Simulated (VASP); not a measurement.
# Li (P6_3/mmc) in VASP: notebook

Li is run at these levels: PBE; tasks: single point.

Program: VASP 6.6.1. These are calculated values, not measurements. Logs are shortened: lines on timing, memory, paths and dates and some standing lists are left out, and cuts for length are marked.

**1. The cell of the first run**

Symmetry: P6_3/mmc, No. 194, hexagonal system. Conventional cell: a = 3.018 Å, b = 3.018 Å, c = 5.093 Å, α = 90.00°, β = 90.00°, γ = 120.00°. Within 4.0 Å of Li (site symmetry -6m2) lie 12 Li at 3.02 to 3.09 Å.

This isn't the form of Li at room conditions, which is bcc.

**2. Single point, PBE (equal xx and yy strain of -3 %)**

The input, INCAR:

```
SYSTEM = Li
PREC = Accurate ; ENCUT = 520
EDIFF = 1E-6 ; ISMEAR = -1
SIGMA = 0.08 ; LREAL = .FALSE.
LASPH = .TRUE. ; NELM = 100
ALGO = Normal ; ISIF = 2
LWAVE = .FALSE. ; LCHARG = .FALSE.
GGA = PE ; NBANDS = 10
```

The input, KPOINTS:

```
Automatic mesh
0
G
  15 15 8
  0 0 0
```

The input, POSCAR:

```
Li
1.0
    3.0176720870      0.0000000000      0.0000000000
   -1.5088360435      2.6133806877      0.0000000000
    0.0000000000      0.0000000000      5.0930000000
Li
2
Direct
    0.3333333333      0.6666666667      0.2500000000
    0.6666666667      0.3333333333      0.7500000000
```

Potentials or basis: VASP PAW PBE potentials, release 64 (Li_sv).

Launch:

```sh
> cat potpaw_PBE.64/Li_sv/POTCAR > POTCAR
> mpirun -np 1 vasp_std > vasp.out
```

OUTCAR:

```text
SYSTEM = Li
   PREC = Accurate
   ENCUT = 520
   EDIFF = 1E-6
   ISMEAR = -1
   LREAL = .FALSE.
   LASPH = .TRUE.
   NELM = 100
   ISIF = 2
   GGA = PE

 ion  position               nearest neighbor table
   1  0.333  0.667  0.250-
   2  0.667  0.333  0.750-

  LATTYP: Found a hexagonal cell.
 ALAT       =     3.0176720870
 C/A-ratio  =     1.6877247935

  Lattice vectors:

 A1 = (   3.0176720870,   0.0000000000,   0.0000000000)
 A2 = (  -1.5088360435,   2.6133806877,   0.0000000000)
 A3 = (   0.0000000000,   0.0000000000,   5.0930000000)

Analysis of symmetry for initial positions (statically):
=====================================================================
 Subroutine PRICEL returns:
 Original cell was already a primitive cell.

 Routine SETGRP: Setting up the symmetry group for a
 hexagonal supercell.

 Subroutine GETGRP returns: Found 24 space group operations
 (whereof 12 operations were pure point group operations)
 out of a pool of 24 trial point group operations.

The static configuration has the point symmetry D_3d.
 The point group associated with its full space group is D_6h.

Analysis of symmetry for dynamics (positions and initial velocities):
=====================================================================
 Subroutine PRICEL returns:
 Original cell was already a primitive cell.

 Routine SETGRP: Setting up the symmetry group for a
 hexagonal supercell.

 Subroutine GETGRP returns: Found 24 space group operations
 (whereof 12 operations were pure point group operations)
 out of a pool of 24 trial point group operations.

The dynamic configuration has the point symmetry D_3d.
 The point group associated with its full space group is D_6h.

 Subroutine INISYM returns: Found 24 space group operations
 (whereof 12 operations are pure point group operations),
 and found     1 'primitive' translations

----------------------------------------------------------------------------------------

                                     Primitive cell

  volume of cell :      40.1651

  direct lattice vectors                    reciprocal lattice vectors
     3.017672087  0.000000000  0.000000000     0.331381267  0.191323064  0.000000000
    -1.508836043  2.613380688  0.000000000     0.000000000  0.382646128  0.000000000
     0.000000000  0.000000000  5.093000000     0.000000000  0.000000000  0.196347929

  length of vectors
     3.017672087  3.017672087  5.093000000     0.382646128  0.382646128  0.196347929
[... 87 lines left out ...]
   ISIF   =      2    stress and relaxation
   ISYM   =      2    0-nonsym 1-usesym 2-fastsym
   POTIM  = 0.5000    time-step for ionic-motion
   TEBEG  =    0.0;   TEEND  =   0.0 temperature during run
   PSTRESS=    0.0 pullay stress
   NELECT =       6.0000    total number of electrons
   NUPDOWN=      -1.0000    fix difference up-down
   EMIN   =  10.00;   EMAX   =-10.00  energy-range for DOS
   EFERMI =   0.00;   METHOD = LEGACY
   ISMEAR =    -1;   SIGMA  =   0.08  broadening in eV -4-tet -1-fermi 0-gaus
   EFERMI_NEDOS =   21; number of points for ismear=-14 and -15
   IALGO  =     38    algorithm
   IMIX   =      4    mixing-type and parameters
     AMIX     =   0.40;   BMIX     =  1.00
     AMIX_MAG =   1.60;   BMIX_MAG =  1.00
  volume/ion in A,a.u.               =      20.08       135.52
  Fermi-wavevector in a.u.,A,eV,Ry     =   0.868645  1.641501 10.266202  0.754545
  Thomas-Fermi vector in A             =   1.987353
   LORBIT       =      0    0 simple, 1 ext, 2 COOP (PROOUT), +10 PAW based schemes
   GGA     = PE    functional components
   LHFCALC =     F    Hartree Fock is set to
   AEXX    =    0.0000 exact exchange contribution
   IVDW    =     0    specifies the selected vdW correction
   LEPSILON=     F    determine dielectric tensor
   LRPA    =     F    only Hartree local field effects (RPA)
 non-spin polarized calculation
  energy-cutoff  :      520.00
  volume of cell :       40.17
 maximum number of plane-waves:      1111
 NGX is ok and might be reduce to    24
   NGX = 11   NGY = 11   NGZ = 19

 number of electron       6.0000011 magnetization

 Free energy of the ion-electron system (eV)
  ---------------------------------------------------
  ext. energy  EPLUGINS =         0.00000000
  ---------------------------------------------------
  free energy    TOTEN  =        -3.81989042 eV

  energy without entropy =       -3.79892172  energy(sigma->0) =       -3.80940607

 E-fermi :   0.6593     XC(G=0):  -7.0668

 val. band max:        0.6337079151   @ k =   0.2667   0.2667   0.1250
 cond. band min:       0.6703756614   @ k =   0.4667   0.0000   0.2500
 fundamental gap:      0.0366677463
 Fermi energy:         0.6593481131

 k-point     1 :       0.0000    0.0000    0.0000
  band No.  band energies     occupation
      1     -45.8646      2.00000
      2     -45.8482      2.00000
      3      -2.9213      2.00000
      4       0.4570      1.85235
      5       3.3460      0.00000
      6      13.5799      0.00000
      7      13.5800      0.00000
      8      14.6145      0.00000
      9      14.9183      0.00000
     10      14.9184      0.00000
[... 287 lines left out ...]
 k-point    24 :       0.4000    0.2000    0.0000
  band No.  band energies     occupation
      1     -45.8429      2.00000
      2     -45.8396      2.00000
      3       1.2418      0.00138
      4       2.2494      0.00000
      5       5.1079      0.00000
      6       5.9666      0.00000
      7       6.7787      0.00000
      8       6.9988      0.00000
      9      10.7682      0.00000
     10      11.1295      0.00000

 [... further k-points ...]

------------------------ aborting loop because EDIFF is reached ----------------------------------------

  FORCE on cell =-STRESS in cart. coord.  units (eV):
  Direction    XX          YY          ZZ          XY          YZ          ZX
  --------------------------------------------------------------------------------------
  -------------------------------------------------------------------------------------
  Total        0.0671175      0.0671175     -0.1066890     -0.0000000      0.0000000      0.0000000
  in kB        2.6773062      2.6773062     -4.2558070     -0.0000000      0.0000000      0.0000000
  external PRESSURE =       0.3662685 kB  Pullay stress =       0.0000000 kB

 VOLUME and BASIS-vectors are now :
 -----------------------------------------------------------------------------
  energy-cutoff  :      520.00
  volume of cell :       40.17
      direct lattice vectors                 reciprocal lattice vectors
     3.017672087  0.000000000  0.000000000     0.331381267  0.191323064  0.000000000
    -1.508836043  2.613380688  0.000000000     0.000000000  0.382646128  0.000000000
     0.000000000  0.000000000  5.093000000     0.000000000  0.000000000  0.196347929

 POSITION                                       TOTAL-FORCE (eV/Angst)
 -----------------------------------------------------------------------------------
     -0.00000      1.74225      1.27325        -0.000000      0.000000      0.000000
      1.50884      0.87113      3.81975         0.000000     -0.000000      0.000000
 -----------------------------------------------------------------------------------
    total drift:                               -0.000000      0.000000      0.000000

  FREE ENERGIE OF THE ION-ELECTRON SYSTEM (eV)
  ---------------------------------------------------
  free  energy   TOTEN  =        -3.8198904163 eV

  energy  without entropy=       -3.7989217180  energy(sigma->0) =       -3.80940607
```

Wall time 54 s (1 thread of Intel Xeon 8259CL, shared host); peak memory 0.17 GiB.

What came out:

```yaml
Free_energy: -3.8199 eV
Band_gap_on_the_k_mesh: zero (bands 3 and 4 overlap by 4.77 eV)
```

Caveat: the cell differs from its parent crystal (equal xx and yy strain of -3 %); the cutoff is under 1.25 times the usual one of these potentials, so pressure, stress and relaxed cells hold a basis-set (Pulay) error.

**3. Single point, PBE (zz strain of -3 %)**

The input, INCAR:

```
SYSTEM = Li
  ALGO = Normal
  EDIFF = 1E-6
  ENCUT = 520
  GGA = PE
  ISIF = 2
  ISMEAR = -1
  LASPH = .TRUE.
  LCHARG = .TRUE.
  LELF = .TRUE.
  LREAL = .FALSE.
  LVHAR = .TRUE.
  LWAVE = .FALSE.
  NBANDS = 10
  NELM = 60
  PREC = Accurate
  SIGMA = 0.08
```

The input, KPOINTS:

```
k-points
0
G
  15 15 8
  0 0 0
```

The input, POSCAR:

```
Li
1.0
    3.1110021516      0.0000000000      0.0000000000
   -1.5555010758      2.6942068945      0.0000000000
    0.0000000000      0.0000000000      4.9402100000
Li
2
Direct
    0.3333333333      0.6666666667      0.2500000000
    0.6666666667      0.3333333333      0.7500000000
```

Potentials or basis: VASP PAW PBE potentials, release 64 (Li_sv).

Launch:

```sh
> cat potpaw_PBE.64/Li_sv/POTCAR > POTCAR
> mpirun -np 1 vasp_std > vasp.out
```

It took 54 s on 1 thread of Intel Xeon 8259CL, shared host; peak memory 0.18 GiB.

The run converged. Its results:

| Item | Value |
| --- | --- |
| Free energy | -3.8197 eV |
| Band gap on the k mesh | zero (bands 3 and 4 overlap by 4.44 eV) |

Levels at points of the mesh, in eV from the Fermi level:
```
           k point  band 1  band 2  band 3  band 4  band 5  band 6
(0.00, 0.00, 0.00)  -46.56  -46.54   -3.53    0.15    3.08   11.95
(0.00, 0.00, 0.50)  -46.55  -46.55   -2.38   -2.38    8.30    8.30
```

Caveat: the cell differs from its parent crystal (zz strain of -3 %); the cutoff is under 1.25 times the usual one of these potentials, so pressure, stress and relaxed cells hold a basis-set (Pulay) error.
